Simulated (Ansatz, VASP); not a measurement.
## Two plane-wave programs on SnO2

```
Sn O
1.0
     4.82719    0.00000    0.00000
     0.00000    4.82719    0.00000
     0.14572    0.00000    3.23815
Sn O
2 4
Direct
  0.50000 0.50000 0.50000
  0.00000 0.00000 0.00000
  0.19452 0.80749 0.49477
  0.80548 0.19251 0.50523
  0.30548 0.30749 0.00523
  0.69452 0.69251 0.99477
```

Change from the starting cell: shear of c along a, cell held, atoms relaxed: +4.5 %.

Alike in both runs: functional PBE; k mesh 6 × 6 × 8; occupations gaussian, width 0.02 eV; no spin polarisation.

Ansatz relaxed the structure, and its values are those at the end. VASP's run is a single point on that final structure, the one shown.

|  | VASP | Ansatz |
| --- | --- | --- |
| version | VASP 6.6.1 | Ansatz 0.2.0 |
| potentials or method | VASP PAW PBE potentials, release 64 (Sn_d, O), cutoff 600 eV | scalar-relativistic, plane waves, PAW |
| valence electrons in the cell | 52 | 52 |

VASP gave:

```
gap on the k mesh at the Fermi level (eV) : 0.65
least direct gap on the mesh (eV)         : 0.65
pressure (GPa)                            : 0.5
rms of the force components (eV/Å)        : 0.008
```

Problem. Which values does Ansatz return?

Solution. gap on the k mesh at the Fermi level (eV): 0.66; least direct gap on the mesh (eV): 0.66; pressure (GPa): 0.1; rms of the force components (eV/Å): 0.001.

Ansatz's warnings: stress scf threshold loose.
